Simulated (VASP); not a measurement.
Wanted: the native input for a VASP 6.6.1 run.

```
Task                   : single point
Functional             : r2SCAN
Potentials or basis    : VASP PAW PBE potentials, release 64 (Ti_sv)
Cutoff                 : 520 eV
k mesh                 : 18 × 18 × 10
Occupations            : gaussian, width 0.15 eV
Spin                   : no spin polarisation
Dipole correction      : no
Further INCAR settings : ALGO = Normal; EDIFF = 1e-07; NBANDS = 19
```

Crystal: Ti.

```
Ti
1.0
     2.95000    0.00000    0.00000
    -1.47500    2.55477    0.00000
     0.00000    0.00000    4.61571
Ti
2
Cartesian
  0.0000 1.7032 1.1539
  1.4750 0.8516 3.4618
```

This cell differs from its parent crystal: strain +0.000 along x and y, -0.015 along z.

One way to write it, as run:

POSCAR

```
Ti
1.0
    2.9499978604      0.0000000000      0.0000000000
   -1.4749989302      2.5547730882      0.0000000000
    0.0000000000      0.0000000000      4.6157100000
Ti
2
Direct
    0.3333333333      0.6666666667      0.2500000000
    0.6666666667      0.3333333333      0.7500000000
```

INCAR.step1

```
PREC = Accurate
ENCUT = 520
ISMEAR = 0
SIGMA = 0.15
LREAL = F
LASPH = T
NELM = 100
NBANDS = 19
GGA = PE
ALGO = Normal
EDIFF = 1E-4
LWAVE = T
LCHARG = F
```

INCAR.step2

```
PREC = Accurate
ENCUT = 520
EDIFF = 1E-7
ISMEAR = 0
SIGMA = 0.15
LREAL = F
LASPH = T
NELM = 100
ALGO = Normal
ISIF = 2
LWAVE = F
LCHARG = F
METAGGA = R2SCAN
LMIXTAU = T
NBANDS = 19
ISTART = 1
```

KPOINTS

```
Automatic mesh
0
Gamma
  18 18 10
```

Potentials or basis: VASP PAW PBE potentials, release 64 (Ti_sv).

The run is started by

```sh
$ cat potpaw_PBE.64/Ti_sv/POTCAR > POTCAR
$ cp INCAR.step1 INCAR
$ mpirun -np 1 vasp_std > vasp.out
$ cp INCAR.step2 INCAR
$ mpirun -np 1 vasp_std > vasp.out
```

It gave:

```yaml
Pressure: -0.2 GPa
Band_gap_on_the_k_mesh: zero (bands 12 and 13 overlap by 1.21 eV)
```

Caveat: the cell differs from its parent crystal (strain +0.000 along x and y, -0.015 along z); the PAW data sets were made with another functional, which shifts forces and pressure a little.

Run time: 7.6 min on 1 thread of Intel(R) Xeon(R) 6975P-C (Granite Rapids), on a shared host, peak memory 0.24 GiB.
